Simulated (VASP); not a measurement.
# SnSe2 (R-3m) in VASP: notebook, part 2 of 2

VASP 6.6.1. The steps go on from the part before.

## 3. Single point, PBE

INCAR

```
SYSTEM = SnSe2
  PREC = Accurate
  ENCUT = 520
  EDIFF = 1E-6
  ISMEAR = 0
  SIGMA = 0.01
  LREAL = .FALSE.
  LASPH = .TRUE.
  NELM = 100
  ALGO = Normal
  ISIF = 2
  LWAVE = .FALSE.
  LCHARG = .FALSE.
  GGA = PE
  NBANDS = 20
```

KPOINTS

```
Automatic mesh
0
G
  6 6 6
  0 0 0
```

POSCAR

```
SnSe2
1.0
    1.9122916108      1.1040620762      6.3350940812
   -1.9122916108      1.1040620762      6.3350940812
    0.0000000000     -2.2081241525      6.3350940812
Sn Se
1 2
Direct
    0.0000000000      0.0000000000      0.0000000000
    0.2505568944      0.2505568944      0.2505568944
    0.7494431056      0.7494431056      0.7494431056
```

Potentials or basis: VASP PAW PBE potentials, release 64 (Sn_d, Se).

Run with:

```sh
cat potpaw_PBE.64/Sn_d/POTCAR potpaw_PBE.64/Se/POTCAR > POTCAR
mpirun -np 1 vasp_std > vasp.out
```

OUTCAR:

```text
SYSTEM = SnSe2
   PREC = Accurate
   ENCUT = 520
   EDIFF = 1E-6
   ISMEAR = 0
   LREAL = .FALSE.
   LASPH = .TRUE.
   NELM = 100
   ISIF = 2
   GGA = PE

 ion  position               nearest neighbor table
   1  0.000  0.000  0.000-   3 2.71   2 2.71   3 2.71   3 2.71   2 2.71   2 2.71
   2  0.251  0.251  0.251-   1 2.71   1 2.71   1 2.71
   3  0.749  0.749  0.749-   1 2.71   1 2.71   1 2.71

  LATTYP: Found a trigonal (rhomboedric) cell.
 ALAT       =     6.7088918079
 COS(alpha) =     0.8375062510

  Lattice vectors:

 A1 = (   1.9122916108,   1.1040620762,   6.3350940812)
 A2 = (  -1.9122916108,   1.1040620762,   6.3350940812)
 A3 = (   0.0000000000,  -2.2081241525,   6.3350940812)

Analysis of symmetry for initial positions (statically):
=====================================================================
 Subroutine PRICEL returns:
 Original cell was already a primitive cell.

 Routine SETGRP: Setting up the symmetry group for a
 trigonal (rhombohedral) supercell.

 Subroutine GETGRP returns: Found 12 space group operations
 (whereof 12 operations were pure point group operations)
 out of a pool of 12 trial point group operations.

The static configuration has the point symmetry D_3d.

Analysis of symmetry for dynamics (positions and initial velocities):
=====================================================================
 Subroutine PRICEL returns:
 Original cell was already a primitive cell.

 Routine SETGRP: Setting up the symmetry group for a
 trigonal (rhombohedral) supercell.

 Subroutine GETGRP returns: Found 12 space group operations
 (whereof 12 operations were pure point group operations)
 out of a pool of 12 trial point group operations.

The dynamic configuration has the point symmetry D_3d.

 Subroutine INISYM returns: Found 12 space group operations
 (whereof 12 operations are pure point group operations),
 and found     1 'primitive' translations

----------------------------------------------------------------------------------------

                                     Primitive cell

  volume of cell :      80.2513

  direct lattice vectors                    reciprocal lattice vectors
     1.912291611  1.104062076  6.335094081     0.261466398  0.150957695  0.052616951
    -1.912291611  1.104062076  6.335094081    -0.261466398  0.150957695  0.052616951
     0.000000000 -2.208124152  6.335094081     0.000000000 -0.301915391  0.052616951

  length of vectors
     6.708891808  6.708891808  6.708891808     0.306466061  0.306466061  0.306466061

  position of ions in fractional coordinates (direct lattice)
     0.000000000  0.000000000  0.000000000
     0.250556894  0.250556894  0.250556894
     0.749443106  0.749443106  0.749443106

  ion indices of the primitive-cell ions
   primitive index   ion index
                 1           1
                 2           2
                 3           3

----------------------------------------------------------------------------------------

 KPOINTS: Automatic mesh

Automatic generation of k-mesh.
 Grid dimensions read from file:
 generate k-points for:    6    6    6

 Generating k-lattice:

  Cartesian coordinates                     Fractional coordinates (reciprocal lattice)
     0.043577733  0.025159616  0.008769492     0.166666667 -0.000000000 -0.000000000
    -0.043577733  0.025159616  0.008769492    -0.000000000  0.166666667 -0.000000000
     0.000000000 -0.050319232  0.008769492     0.000000000  0.000000000  0.166666667

  Length of vectors
     0.051077677  0.051077677  0.051077677

  Shift w.r.t. Gamma in fractional coordinates (k-lattice)
     0.000000000  0.000000000  0.000000000

 Subroutine IBZKPT returns following result:
 ===========================================

 Found     32 irreducible k-points:

 Following reciprocal coordinates:
            Coordinates               Weight
  0.000000  0.000000  0.000000      1.000000
  0.166667  0.000000 -0.000000      6.000000
  0.333333  0.000000 -0.000000      6.000000
  0.500000  0.000000  0.000000      3.000000
  0.166667  0.166667 -0.000000      6.000000
  0.333333  0.166667 -0.000000     12.000000
[... 16 lines left out ...]
  0.500000  0.500000  0.166667      6.000000
 -0.333333  0.500000  0.166667     12.000000
 [... further k-points ...]
   k-points           NKPTS =     32   k-points in BZ     NKDIM =     32   number of bands    NBANDS=     20
   number of dos      NEDOS =    301   number of ions     NIONS =      3
   total plane-waves  NPLWV = 125000
   dimension x,y,z NGX =    50 NGY =   50 NGZ =   50
   dimension x,y,z NGXF=   100 NGYF=  100 NGZF=  100
   ions per type =               1   2
   NGX,Y,Z   is equivalent  to a cutoff of  12.39, 12.39, 12.39 a.u.
   NGXF,Y,Z  is equivalent  to a cutoff of  24.78, 24.78, 24.78 a.u.
 SYSTEM =  SnSe2
   PREC   = accura    normal or accurate (medium, high low for compatibility)
   ISTART =      0    job   : 0-new  1-cont  2-samecut
   ICHARG =      2    charge: 1-file 2-atom 10-const
   ISPIN  =      1    spin polarized calculation?
   LNONCOLLINEAR =      F non collinear calculations
   LSORBIT =      F    spin-orbit coupling
   LASPH  =      T    aspherical Exc in radial PAW
   ENCUT  =  520.0 eV  38.22 Ry    6.18 a.u.  12.47 12.47 12.47*2*pi/ulx,y,z
   NELM   =    100;   NELMIN=  2; NELMDL= -5     # of ELM steps
   EDIFF  = 0.1E-05   stopping-criterion for ELM
   LREAL  =      F    real-space projection
   EDIFFG = 0.1E-04   stopping-criterion for IOM
   NSW    =      0    number of steps for IOM
   IBRION =     -1    ionic relax: 0-MD 1-quasi-New 2-CG
   NFREE  =      0    steps in history (QN), initial steepest desc. (CG)
   ISIF   =      2    stress and relaxation
   ISYM   =      2    0-nonsym 1-usesym 2-fastsym
   POTIM  = 0.5000    time-step for ionic-motion
   TEBEG  =    0.0;   TEEND  =   0.0 temperature during run
   PSTRESS=    0.0 pullay stress
   NELECT =      26.0000    total number of electrons
   NUPDOWN=      -1.0000    fix difference up-down
   EMIN   =  10.00;   EMAX   =-10.00  energy-range for DOS
   EFERMI =   0.00;   METHOD = LEGACY
   ISMEAR =     0;   SIGMA  =   0.01  broadening in eV -4-tet -1-fermi 0-gaus
   EFERMI_NEDOS =   21; number of points for ismear=-14 and -15
   IALGO  =     38    algorithm
   IMIX   =      4    mixing-type and parameters
     AMIX     =   0.40;   BMIX     =  1.00
     AMIX_MAG =   1.60;   BMIX_MAG =  1.00
  volume/ion in A,a.u.               =      26.75       180.52
  Fermi-wavevector in a.u.,A,eV,Ry     =   1.124386  2.124781 17.201072  1.264243
  Thomas-Fermi vector in A             =   2.261057
   LORBIT       =      0    0 simple, 1 ext, 2 COOP (PROOUT), +10 PAW based schemes
   GGA     = PE    functional components
   LHFCALC =     F    Hartree Fock is set to
   AEXX    =    0.0000 exact exchange contribution
   IVDW    =     0    specifies the selected vdW correction
   LEPSILON=     F    determine dielectric tensor
   LRPA    =     F    only Hartree local field effects (RPA)
 non-spin polarized calculation
 Gauss-broadening in eV      SIGMA  =   0.01
  energy-cutoff  :      520.00
  volume of cell :       80.25
 maximum number of plane-waves:      2184
 NGX is ok and might be reduce to    50
   NGX = 25   NGY = 25   NGZ = 25

 number of electron      26.0000004 magnetization

 Free energy of the ion-electron system (eV)
  ---------------------------------------------------
  ext. energy  EPLUGINS =         0.00000000
  ---------------------------------------------------
  free energy    TOTEN  =       -11.79968472 eV

  energy without entropy =      -11.79968472  energy(sigma->0) =      -11.79968472

 E-fermi :   3.8394     XC(G=0):  -9.2662

 val. band max:        3.7883417518   @ k =  -0.1667   0.1667   0.0000
 cond. band min:       4.0921481619   @ k =   0.5000   0.5000   0.0000
 fundamental gap:      0.3038064101
 Fermi energy:         3.8394305995

 k-point     1 :       0.0000    0.0000    0.0000
  band No.  band energies     occupation
      1     -17.4657      2.00000
      2     -17.4657      2.00000
      3     -17.4305      2.00000
      4     -17.4183      2.00000
      5     -17.4183      2.00000
      6      -9.9784      2.00000
[... 12 lines left out ...]
     19      12.3053      0.00000
     20      12.3053      0.00000
[... 507 lines left out ...]
 k-point    24 :      -0.3333    0.5000    0.1667
  band No.  band energies     occupation
      1     -17.5039      2.00000
      2     -17.4567      2.00000
      3     -17.4324      2.00000
      4     -17.4079      2.00000
      5     -17.3964      2.00000
      6      -8.4029      2.00000
[... 12 lines left out ...]
     19      12.7903      0.00000
     20      14.3824      0.00000

 [... further k-points ...]
[... 5 lines left out ...]
  --------------------------------------------------------------------------------------
  -------------------------------------------------------------------------------------
  Total        1.4724282      1.4724282      1.5311299     -0.0000000     -0.0000000      0.0000000
  in kB       29.3963079     29.3963079     30.5682580     -0.0000000     -0.0000000      0.0000000
  external PRESSURE =      29.7869579 kB  Pullay stress =       0.0000000 kB

 VOLUME and BASIS-vectors are now :
 -----------------------------------------------------------------------------
  energy-cutoff  :      520.00
  volume of cell :       80.25
      direct lattice vectors                 reciprocal lattice vectors
     1.912291611  1.104062076  6.335094081     0.261466398  0.150957695  0.052616951
    -1.912291611  1.104062076  6.335094081    -0.261466398  0.150957695  0.052616951
     0.000000000 -2.208124152  6.335094081     0.000000000 -0.301915391  0.052616951

 POSITION                                       TOTAL-FORCE (eV/Angst)
 -----------------------------------------------------------------------------------
      0.00000      0.00000      0.00000         0.000000      0.000000      0.000000
      0.00000     -0.00000      4.76190         0.000000      0.000000     -0.251222
      0.00000     -0.00000     14.24338         0.000000     -0.000000      0.251222
 -----------------------------------------------------------------------------------
    total drift:                                0.000000      0.000000      0.000000

  FREE ENERGIE OF THE ION-ELECTRON SYSTEM (eV)
  ---------------------------------------------------
  free  energy   TOTEN  =       -11.7996847226 eV

  energy  without entropy=      -11.7996847226  energy(sigma->0) =      -11.79968472
```

stdout:

```text
POSCAR found type information on POSCAR SnSe
 POSCAR found :  2 types and       3 ions
 scaLAPACK will be used
 LDA part: xc-table for (Slater+PW92), standard interpolation
 POSCAR, INCAR and KPOINTS ok, starting setup
 FFT: planning ... GRIDC
 FFT: planning ... GRID_SOFT
 FFT: planning ... GRID
 WAVECAR not read
 entering main loop
```

Wall time 1.7 min (1 thread of Intel Xeon Platinum 8488C (Sapphire Rapids), shared host); peak memory 0.36 GiB.

Results:

```
Free energy            : -11.7997 eV
Pressure               : 3.0 GPa
Largest force          : 0.251 eV/Å
Band gap on the k mesh : 0.30 eV, indirect (least direct gap 0.54 eV)
```

Forces in eV/Å, atoms in the order of the input:
```
Sn   0.000  0.000  0.000
Se   0.000  0.000 -0.251
Se   0.000  0.000  0.251
```

Levels at points of the mesh, in eV from the valence-band top:
```csv
k point,band 10,band 11,band 12,band 13,band 14,band 15,band 16,band 17
"(0.00, 0.00, 0.00)",-0.56,-0.29,-0.29,-0.24,1.00,3.01,4.47,4.47
"(0.50, 0.00, 0.00)",-2.62,-2.33,-1.43,-0.63,1.11,3.93,6.08,6.21
"(0.50, 0.50, 0.00)",-2.47,-2.22,-0.31,-0.24,0.30,3.70,5.04,5.38
"(0.50, 0.50, 0.50)",-0.69,-0.69,-0.16,-0.16,2.39,3.01,4.55,4.55
```

Caveat: spin-orbit coupling is left out, which moves the levels of the heavy elements. A k mesh can miss the band edges.

## 4. Single point, r2SCAN

POSCAR is that of step 3.

INCAR.step1

```
SYSTEM = SnSe2
  PREC = Accurate
  ENCUT = 520
  ISMEAR = 0
  SIGMA = 0.01
  LREAL = .FALSE.
  LASPH = .TRUE.
  NELM = 60
  NBANDS = 20
  GGA = PE
  ALGO = Normal
  EDIFF = 1E-4
  LWAVE = .TRUE.
  LCHARG = .FALSE.
```

INCAR.step2

```
SYSTEM = SnSe2
  PREC = Accurate
  ENCUT = 520
  EDIFF = 1E-6
  ISMEAR = 0
  SIGMA = 0.01
  LREAL = .FALSE.
  LASPH = .TRUE.
  NELM = 60
  ALGO = Normal
  ISIF = 2
  LWAVE = .FALSE.
  LCHARG = .FALSE.
  METAGGA = R2SCAN
  LMIXTAU = .TRUE.
  NBANDS = 20
  ISTART = 1
```

KPOINTS is that of step 3.

Run with:

```sh
cat potpaw_PBE.64/Sn_d/POTCAR potpaw_PBE.64/Se/POTCAR > POTCAR
cp INCAR.step1 INCAR
mpirun -np 1 vasp_std > vasp.out
cp INCAR.step2 INCAR
mpirun -np 1 vasp_std > vasp.out
```

Wall time 5.9 min (1 thread of Intel Xeon Platinum 8488C (Sapphire Rapids), shared host); peak memory 0.4 GiB.

Results (log left out):

| Item | Value |
| --- | --- |
| Free energy | -54.6076 eV |
| Pressure | 1.0 GPa |
| Largest force | 0.020 eV/Å |
| Band gap on the k mesh | 0.58 eV, indirect (least direct gap 0.82 eV) |

Forces in eV/Å, atoms in the order of the input:
```
Sn   0.000  0.000  0.000
Se   0.000  0.000  0.020
Se   0.000  0.000 -0.020
```

Stress tensor (GPa, compression positive):
```
1.04 0.00 0.00
0.00 1.04 0.00
0.00 0.00 0.88
```

Levels at points of the mesh, in eV from the valence-band top:
```csv
k point,band 11,band 12,band 13,band 14,band 15,band 16
"(0.00, 0.00, 0.00)",-0.30,-0.30,-0.23,1.43,3.52,4.88
"(0.50, 0.00, 0.00)",-2.39,-1.43,-0.64,1.40,4.38,6.57
"(0.50, 0.50, 0.00)",-2.25,-0.31,-0.24,0.58,4.24,5.55
"(0.50, 0.50, 0.50)",-0.71,-0.17,-0.17,2.78,3.56,4.96
```

Caveat: the PAW data sets were made with another functional, which shifts forces and pressure a little; spin-orbit coupling is left out, which moves the levels of the heavy elements. A k mesh can miss the band edges.
